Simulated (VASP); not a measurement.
# BaTiO3 (P4/mmm) in VASP: notebook

BaTiO3 is run at these levels: PBE; tasks: single point.

Program: VASP 6.6.1. These are calculated values, not measurements. Logs are shortened: lines on timing, memory, paths and dates and some standing lists are left out, and cuts for length are marked.

## Step 1: The cell of the first run

The structure is tetragonal, space group P4/mmm (No. 123). Conventional cell: a = 4.019 Å, b = 4.019 Å, c = 4.341 Å, α = 90.00°, β = 90.00°, γ = 90.00°. Within 3.7 Å of Ba (site symmetry 4/mmm) lie 12 O at 2.84 to 2.96 Å and 8 Ti at 3.58 Å. Ti (site symmetry 4/mmm) has 6 O at 2.01 to 2.17 Å within 2.7 Å. Within 3.0 Å of O (site symmetry 4/mmm) lie 2 Ti at 2.17 Å and 4 Ba at 2.84 Å and 8 O at 2.96 Å. Within 2.7 Å of O (site symmetry mmm) lie 2 Ti at 2.01 Å.

## Step 2: Single point, PBE (strain +0.000 along x and y, +0.080 along z)

INCAR reads:

```
SYSTEM = BaTiO3
ALGO = Normal
EDIFF = 1E-6
ENCUT = 1340
GGA = PE
GGA_COMPAT = .False.
ISIF = 2
ISMEAR = 0
LASPH = .True.
LCHARG = .False.
LREAL = .False.
LWAVE = .False.
NBANDS = 28
NELM = 120
PREC = Accurate
SIGMA = 0.05
```

KPOINTS reads:

```
k-points
0
Gamma
  8 8 8
  0 0 0
```

POSCAR reads:

```
BaTiO3
1.0
    4.0192318615      0.0000000000      0.0000000000
    0.0000000000      4.0192318615      0.0000000000
    0.0000000000      0.0000000000      4.3408238260
Ba Ti O
1 1 3
Direct
    0.0000000000      0.0000000000      0.0000000000
    0.5000000000      0.5000000000      0.5000000000
    0.5000000000      0.5000000000      0.0000000000
    0.5000000000      0.0000000000      0.5000000000
    0.0000000000      0.5000000000      0.5000000000
```

Potentials or basis: VASP PAW PBE potentials, release 64 (Ba_sv, Ti_sv, O_h).

The run is started by

```
cat potpaw_PBE.64/Ba_sv/POTCAR potpaw_PBE.64/Ti_sv/POTCAR potpaw_PBE.64/O_h/POTCAR > POTCAR
mpirun -np 1 vasp_std > vasp.out
```

OUTCAR:

```text
SYSTEM = BaTiO3
   EDIFF = 1E-6
   ENCUT = 1340
   GGA = PE
   ISIF = 2
   ISMEAR = 0
   LASPH = .True.
   LREAL = .False.
   NELM = 120
   PREC = Accurate

 ion  position               nearest neighbor table
   1  0.000  0.000  0.000-   3 2.84   3 2.84   3 2.84   3 2.84   5 2.96   4 2.96   5 2.96   5 2.96
                             5 2.96   4 2.96   4 2.96   4 2.96   2 3.58   2 3.58   2 3.58   2 3.58
   2  0.500  0.500  0.500-   4 2.01   5 2.01   4 2.01   5 2.01   3 2.17   3 2.17   1 3.58   1 3.58
                             1 3.58   1 3.58   1 3.58   1 3.58   1 3.58   1 3.58
   3  0.500  0.500  0.000-   2 2.17   2 2.17   1 2.84   1 2.84   1 2.84   1 2.84
   4  0.500  0.000  0.500-   2 2.01   2 2.01   1 2.96   1 2.96   1 2.96   1 2.96
   5  0.000  0.500  0.500-   2 2.01   2 2.01   1 2.96   1 2.96   1 2.96   1 2.96

  LATTYP: Found a simple tetragonal cell.
 ALAT       =     4.0192318615
 C/A-ratio  =     1.0800132900

  Lattice vectors:

 A1 = (   4.0192318615,   0.0000000000,   0.0000000000)
 A2 = (   0.0000000000,   4.0192318615,   0.0000000000)
 A3 = (   0.0000000000,   0.0000000000,   4.3408238260)

Analysis of symmetry for initial positions (statically):
=====================================================================
 Subroutine PRICEL returns:
 Original cell was already a primitive cell.

 Routine SETGRP: Setting up the symmetry group for a
 simple tetragonal supercell.

 Subroutine GETGRP returns: Found 16 space group operations
 (whereof 16 operations were pure point group operations)
 out of a pool of 16 trial point group operations.

The static configuration has the point symmetry D_4h.

Analysis of symmetry for dynamics (positions and initial velocities):
=====================================================================
 Subroutine PRICEL returns:
 Original cell was already a primitive cell.

 Routine SETGRP: Setting up the symmetry group for a
 simple tetragonal supercell.

 Subroutine GETGRP returns: Found 16 space group operations
 (whereof 16 operations were pure point group operations)
 out of a pool of 16 trial point group operations.

The dynamic configuration has the point symmetry D_4h.

 Subroutine INISYM returns: Found 16 space group operations
 (whereof 16 operations are pure point group operations),
 and found     1 'primitive' translations

----------------------------------------------------------------------------------------

                                     Primitive cell

  volume of cell :      70.1226

  direct lattice vectors                    reciprocal lattice vectors
     4.019231861  0.000000000  0.000000000     0.248803760  0.000000000  0.000000000
     0.000000000  4.019231861  0.000000000     0.000000000  0.248803760  0.000000000
     0.000000000  0.000000000  4.340823826     0.000000000  0.000000000  0.230371017

  length of vectors
     4.019231861  4.019231861  4.340823826     0.248803760  0.248803760  0.230371017

  position of ions in fractional coordinates (direct lattice)
     0.000000000  0.000000000  0.000000000
     0.500000000  0.500000000  0.500000000
     0.500000000  0.500000000  0.000000000
     0.500000000  0.000000000  0.500000000
     0.000000000  0.500000000  0.500000000

  ion indices of the primitive-cell ions
   primitive index   ion index
                 1           1
                 2           2
                 3           3
                 4           4
                 5           5

----------------------------------------------------------------------------------------

 KPOINTS: k-points

Automatic generation of k-mesh.
 Grid dimensions read from file:
 generate k-points for:    8    8    8

 Generating k-lattice:

  Cartesian coordinates                     Fractional coordinates (reciprocal lattice)
     0.031100470  0.000000000  0.000000000     0.125000000  0.000000000  0.000000000
     0.000000000  0.031100470  0.000000000     0.000000000  0.125000000  0.000000000
     0.000000000  0.000000000  0.028796377     0.000000000  0.000000000  0.125000000

  Length of vectors
     0.031100470  0.031100470  0.028796377

  Shift w.r.t. Gamma in fractional coordinates (k-lattice)
     0.000000000  0.000000000  0.000000000

 Subroutine IBZKPT returns following result:
 ===========================================

 Found     75 irreducible k-points:

 Following reciprocal coordinates:
            Coordinates               Weight
  0.000000  0.000000  0.000000      1.000000
  0.125000  0.000000  0.000000      4.000000
  0.250000  0.000000  0.000000      4.000000
  0.375000  0.000000  0.000000      4.000000
  0.500000  0.000000  0.000000      2.000000
  0.125000  0.125000  0.000000      4.000000
[... 16 lines left out ...]
  0.375000  0.125000  0.125000     16.000000
  0.500000  0.125000  0.125000      8.000000
 [... further k-points ...]
   k-points           NKPTS =     75   k-points in BZ     NKDIM =     75   number of bands    NBANDS=     28
   number of dos      NEDOS =    301   number of ions     NIONS =      5
   total plane-waves  NPLWV = 124416
   dimension x,y,z NGX =    48 NGY =   48 NGZ =   54
   dimension x,y,z NGXF=    96 NGYF=   96 NGZF=  108
   ions per type =               1   1   3
   NGX,Y,Z   is equivalent  to a cutoff of  19.85, 19.85, 20.68 a.u.
   NGXF,Y,Z  is equivalent  to a cutoff of  39.71, 39.71, 41.36 a.u.
 SYSTEM =  BaTiO3
   PREC   = accura    normal or accurate (medium, high low for compatibility)
   ISTART =      0    job   : 0-new  1-cont  2-samecut
   ICHARG =      2    charge: 1-file 2-atom 10-const
   ISPIN  =      1    spin polarized calculation?
   LNONCOLLINEAR =      F non collinear calculations
   LSORBIT =      F    spin-orbit coupling
   LASPH  =      T    aspherical Exc in radial PAW
   ENCUT  = 1340.0 eV  98.49 Ry    9.92 a.u.  12.00 12.00 12.96*2*pi/ulx,y,z
   NELM   =    120;   NELMIN=  2; NELMDL= -5     # of ELM steps
   EDIFF  = 0.1E-05   stopping-criterion for ELM
   LREAL  =      F    real-space projection
   EDIFFG = 0.1E-04   stopping-criterion for IOM
   NSW    =      0    number of steps for IOM
   IBRION =     -1    ionic relax: 0-MD 1-quasi-New 2-CG
   NFREE  =      0    steps in history (QN), initial steepest desc. (CG)
   ISIF   =      2    stress and relaxation
   ISYM   =      2    0-nonsym 1-usesym 2-fastsym
   POTIM  = 0.5000    time-step for ionic-motion
   TEBEG  =    0.0;   TEEND  =   0.0 temperature during run
   PSTRESS=    0.0 pullay stress
   NELECT =      40.0000    total number of electrons
   NUPDOWN=      -1.0000    fix difference up-down
   EMIN   =  10.00;   EMAX   =-10.00  energy-range for DOS
   EFERMI =   0.00;   METHOD = LEGACY
   ISMEAR =     0;   SIGMA  =   0.05  broadening in eV -4-tet -1-fermi 0-gaus
   EFERMI_NEDOS =   21; number of points for ismear=-14 and -15
   IALGO  =     38    algorithm
   IMIX   =      4    mixing-type and parameters
     AMIX     =   0.40;   BMIX     =  1.00
     AMIX_MAG =   1.60;   BMIX_MAG =  1.00
  volume/ion in A,a.u.               =      14.02        94.64
  Fermi-wavevector in a.u.,A,eV,Ry     =   1.357715  2.565710 25.080858  1.843391
  Thomas-Fermi vector in A             =   2.484610
   LORBIT       =      0    0 simple, 1 ext, 2 COOP (PROOUT), +10 PAW based schemes
   GGA     = PE    functional components
   LHFCALC =     F    Hartree Fock is set to
   AEXX    =    0.0000 exact exchange contribution
   IVDW    =     0    specifies the selected vdW correction
   LEPSILON=     F    determine dielectric tensor
   LRPA    =     F    only Hartree local field effects (RPA)
 non-spin polarized calculation
 Gauss-broadening in eV      SIGMA  =   0.05
  energy-cutoff  :     1340.00
  volume of cell :       70.12
 maximum number of plane-waves:      7856
 NGX is ok and might be reduce to    48
   NGX = 23   NGY = 23   NGZ = 25

 number of electron      39.9999999 magnetization

 Free energy of the ion-electron system (eV)
  ---------------------------------------------------
  ext. energy  EPLUGINS =         0.00000000
  ---------------------------------------------------
  free energy    TOTEN  =       -39.77568319 eV

  energy without entropy =      -39.77568319  energy(sigma->0) =      -39.77568319

 E-fermi :   3.8551     XC(G=0): -10.7942

 val. band max:        3.5863187062   @ k =   0.5000   0.5000   0.5000
 cond. band min:       5.0359431700   @ k =   0.0000   0.0000   0.0000
 fundamental gap:      1.4496244637
 Fermi energy:         3.8550939029

 k-point     1 :       0.0000    0.0000    0.0000
  band No.  band energies     occupation
      1     -53.4824      2.00000
      2     -29.6689      2.00000
      3     -29.6516      2.00000
      4     -29.6516      2.00000
      5     -21.5493      2.00000
      6     -13.2924      2.00000
[... 20 lines left out ...]
     27       8.8119      0.00000
     28      10.0026      0.00000

 k-point     2 :       0.1250    0.0000    0.0000
  band No.  band energies     occupation
      1     -53.4823      2.00000
      2     -29.6687      2.00000
      3     -29.6584      2.00000
      4     -29.6514      2.00000
      5     -21.5365      2.00000
      6     -13.2628      2.00000
[... 20 lines left out ...]
     27       9.0976      0.00000
     28      10.3869      0.00000

 k-point     3 :       0.2500    0.0000    0.0000
  band No.  band energies     occupation
      1     -53.4820      2.00000
      2     -29.6746      2.00000
      3     -29.6680      2.00000
      4     -29.6508      2.00000
      5     -21.5052      2.00000
      6     -13.2268      2.00000
[... 20 lines left out ...]
     27       9.7878      0.00000
     28      11.3745      0.00000

 k-point     4 :       0.3750    0.0000    0.0000
  band No.  band energies     occupation
      1     -53.4817      2.00000
      2     -29.6907      2.00000
      3     -29.6674      2.00000
      4     -29.6502      2.00000
      5     -21.4734      2.00000
      6     -13.2421      2.00000
[... 20 lines left out ...]
     27      10.5262      0.00000
     28      11.2915      0.00000

 k-point     5 :       0.5000    0.0000    0.0000
  band No.  band energies     occupation
      1     -53.4815      2.00000
      2     -29.6974      2.00000
      3     -29.6672      2.00000
      4     -29.6499      2.00000
      5     -21.4602      2.00000
      6     -13.2603      2.00000
[... 20 lines left out ...]
     27      10.8695      0.00000
     28      11.2565      0.00000

 k-point     6 :       0.1250    0.1250    0.0000
  band No.  band energies     occupation
      1     -53.4821      2.00000
      2     -29.6684      2.00000
      3     -29.6582      2.00000
      4     -29.6580      2.00000
      5     -21.5242      2.00000
      6     -13.2254      2.00000
[... 463 lines left out ...]
      5     -21.5178      2.00000
      6     -13.2384      2.00000
[... 20 lines left out ...]
     27       9.5250      0.00000
     28      10.7438      0.00000

 k-point    22 :       0.2500    0.1250    0.1250
  band No.  band energies     occupation
      1     -53.4818      2.00000
      2     -29.6742      2.00000
      3     -29.6702      2.00000
      4     -29.6574      2.00000
      5     -21.4887      2.00000
      6     -13.1648      2.00000
[... 20 lines left out ...]
     27      10.1083      0.00000
     28      11.2200      0.00000

 k-point    23 :       0.3750    0.1250    0.1250
  band No.  band energies     occupation
      1     -53.4815      2.00000
      2     -29.6902      2.00000
      3     -29.6695      2.00000
      4     -29.6567      2.00000
      5     -21.4592      2.00000
      6     -13.1421      2.00000
[... 20 lines left out ...]
     27      10.7909      0.00000
     28      11.6161      0.00000

 k-point    24 :       0.5000    0.1250    0.1250
  band No.  band energies     occupation
      1     -53.4814      2.00000
      2     -29.6969      2.00000
      3     -29.6693      2.00000
      4     -29.6565      2.00000
      5     -21.4469      2.00000
      6     -13.1470      2.00000
[... 20 lines left out ...]
     27      11.0656      0.00000
     28      11.7311      0.00000

 [... further k-points ...]

------------------------ aborting loop because EDIFF is reached ----------------------------------------

  FORCE on cell =-STRESS in cart. coord.  units (eV):
  Direction    XX          YY          ZZ          XY          YZ          ZX
  --------------------------------------------------------------------------------------
  -------------------------------------------------------------------------------------
  Total       -2.3583076     -2.3583076     -6.1719347      0.0000000      0.0000000      0.0000000
  in kB      -53.8831213    -53.8831213   -141.0176994      0.0000000      0.0000000      0.0000000
  external PRESSURE =     -82.9279807 kB  Pullay stress =       0.0000000 kB

 VOLUME and BASIS-vectors are now :
 -----------------------------------------------------------------------------
  energy-cutoff  :     1340.00
  volume of cell :       70.12
      direct lattice vectors                 reciprocal lattice vectors
     4.019231861  0.000000000  0.000000000     0.248803760  0.000000000  0.000000000
     0.000000000  4.019231861  0.000000000     0.000000000  0.248803760  0.000000000
     0.000000000  0.000000000  4.340823826     0.000000000  0.000000000  0.230371017

 POSITION                                       TOTAL-FORCE (eV/Angst)
 -----------------------------------------------------------------------------------
      0.00000      0.00000      0.00000         0.000000      0.000000      0.000000
      2.00962      2.00962      2.17041         0.000000      0.000000      0.000000
      2.00962      2.00962      0.00000         0.000000      0.000000      0.000000
      2.00962      0.00000      2.17041         0.000000      0.000000      0.000000
      0.00000      2.00962      2.17041         0.000000      0.000000      0.000000
 -----------------------------------------------------------------------------------
    total drift:                                0.000000     -0.000000     -0.000000

  FREE ENERGIE OF THE ION-ELECTRON SYSTEM (eV)
  ---------------------------------------------------
  free  energy   TOTEN  =       -39.7756831881 eV

  energy  without entropy=      -39.7756831881  energy(sigma->0) =      -39.77568319
```

Wall time 13 min (1 thread of Intel Xeon Platinum 8259CL at 2.50GHz (Skylake/Cascade Lake), shared host); peak memory 0.77 GiB.

What came out:

- Free energy: -39.7757 eV
- Pressure: -8.3 GPa
- Band gap on the k mesh: 1.45 eV (least direct gap 1.72 eV)

Stress tensor (GPa, compression positive):
```
 -5.39   0.00   0.00
  0.00  -5.39   0.00
  0.00   0.00 -14.10
```

Levels at points of the mesh, in eV from the valence-band top:
| k point | band 17 | band 18 | band 19 | band 20 | band 21 | band 22 | band 23 | band 24 |
| --- | --- | --- | --- | --- | --- | --- | --- | --- |
| (0.00, 0.00, 0.00) | -0.94 | -0.34 | -0.27 | -0.27 | 1.45 | 1.45 | 1.57 | 2.96 |
| (0.50, 0.00, 0.00) | -1.92 | -1.71 | -0.87 | -0.74 | 1.60 | 3.07 | 3.15 | 3.20 |
| (0.50, 0.50, 0.00) | -1.71 | -0.62 | -0.62 | -0.05 | 3.16 | 3.16 | 3.56 | 3.62 |
| (0.00, 0.00, 0.50) | -1.32 | -1.32 | -0.75 | -0.75 | 1.65 | 2.63 | 2.63 | 3.52 |
| (0.50, 0.00, 0.50) | -1.85 | -1.22 | -1.17 | -0.30 | 2.63 | 3.20 | 3.31 | 4.18 |
| (0.50, 0.50, 0.50) | -2.38 | -0.10 | -0.10 | 0.00 | 3.50 | 3.50 | 3.79 | 6.07 |

Caveat: the cell differs from its parent crystal (strain +0.000 along x and y, +0.080 along z); the stress differs along the axes, from -14 to -5 GPa; spin-orbit coupling is left out, which moves the levels of the heavy elements.

## Step 3: Single point, PBE (strain -0.080 along x and y, +0.080 along z)

INCAR reads:

```
SYSTEM = BaTiO3
PREC     = Accurate       ! precision mode
ENCUT    = 1340           ! plane-wave cutoff, eV
EDIFF    = 1E-6           ! SCF threshold, eV
ISMEAR   = 0              ! smearing method
SIGMA    = 0.05           ! smearing width, eV
LREAL    = .FALSE.        ! projectors in reciprocal space
LASPH    = .TRUE.         ! aspherical terms in the spheres
NELM     = 120            ! most SCF steps
ALGO     = Normal         ! electronic algorithm
ISIF     = 2              ! what is computed and relaxed
LWAVE    = .FALSE.        ! write WAVECAR
LCHARG   = .FALSE.        ! write CHGCAR
GGA      = PE             ! functional
NBANDS   = 28             ! bands
GGA_COMPAT= .FALSE.
```

KPOINTS reads:

```
regular mesh
0
G
  8 8 8
  0 0 0
```

Changes to POSCAR since step 2:

```diff
@@ -2,4 +2,4 @@
 1.0
-    4.0192318615      0.0000000000      0.0000000000
-    0.0000000000      4.0192318615      0.0000000000
+    3.6976933126      0.0000000000      0.0000000000
+    0.0000000000      3.6976933126      0.0000000000
     0.0000000000      0.0000000000      4.3408238260
```

Potentials or basis: VASP PAW PBE potentials, release 64 (Ba_sv, Ti_sv, O_h).

The run is started by

```
cat potpaw_PBE.64/Ba_sv/POTCAR potpaw_PBE.64/Ti_sv/POTCAR potpaw_PBE.64/O_h/POTCAR > POTCAR
mpirun -np 1 vasp_std > vasp.out
```

OUTCAR:

```text
SYSTEM = BaTiO3
   PREC = Accurate
   ENCUT = 1340
   EDIFF = 1E-6
   ISMEAR = 0
   LREAL = .FALSE.
   LASPH = .TRUE.
   NELM = 120
   ISIF = 2
   GGA = PE

 ion  position               nearest neighbor table
   1  0.000  0.000  0.000-   3 2.61   3 2.61   3 2.61   3 2.61   5 2.85   4 2.85   5 2.85   5 2.85
                             5 2.85   4 2.85   4 2.85   4 2.85   2 3.40   2 3.40   2 3.40   2 3.40
   2  0.500  0.500  0.500-   4 1.85   5 1.85   4 1.85   5 1.85   3 2.17   3 2.17   1 3.40   1 3.40
                             1 3.40   1 3.40   1 3.40   1 3.40   1 3.40   1 3.40
[... 953 lines left out ...]
  -------------------------------------------------------------------------------------
  Total       15.4358513     15.4358513      0.0207340      0.0000000      0.0000000      0.0000000
  in kB      416.6843925    416.6843925      0.5597054      0.0000000      0.0000000      0.0000000
  external PRESSURE =     277.9761635 kB  Pullay stress =       0.0000000 kB

 VOLUME and BASIS-vectors are now :
 -----------------------------------------------------------------------------
  energy-cutoff  :     1340.00
  volume of cell :       59.35
      direct lattice vectors                 reciprocal lattice vectors
     3.697693313  0.000000000  0.000000000     0.270438870  0.000000000  0.000000000
     0.000000000  3.697693313  0.000000000     0.000000000  0.270438870  0.000000000
     0.000000000  0.000000000  4.340823826     0.000000000  0.000000000  0.230371017

 POSITION                                       TOTAL-FORCE (eV/Angst)
 -----------------------------------------------------------------------------------
      0.00000      0.00000      0.00000         0.000000      0.000000      0.000000
      1.84885      1.84885      2.17041         0.000000      0.000000      0.000000
      1.84885      1.84885      0.00000         0.000000      0.000000      0.000000
      1.84885      0.00000      2.17041         0.000000      0.000000      0.000000
      0.00000      1.84885      2.17041         0.000000      0.000000      0.000000
 -----------------------------------------------------------------------------------
    total drift:                                0.000000     -0.000000     -0.000000

  FREE ENERGIE OF THE ION-ELECTRON SYSTEM (eV)
  ---------------------------------------------------
  free  energy   TOTEN  =       -38.8171588623 eV

  energy  without entropy=      -38.8171588623  energy(sigma->0) =      -38.81715886
```

Wall time 4.4 min (1 thread of AMD EPYC 9R45 (Zen 5), shared host); peak memory 0.68 GiB.

Results:

| Property | Result |
| --- | --- |
| Free energy | -38.8172 eV |
| Pressure | 27.8 GPa |
| Band gap on the k mesh | 1.57 eV (least direct gap 1.77 eV) |

Stress tensor (GPa, compression positive):
```
41.67  0.00  0.00
 0.00 41.67  0.00
 0.00  0.00  0.06
```

Caveat: the cell differs from its parent crystal (strain -0.080 along x and y, +0.080 along z); the stress differs along the axes, from 0 to 42 GPa; spin-orbit coupling is left out, which moves the levels of the heavy elements.
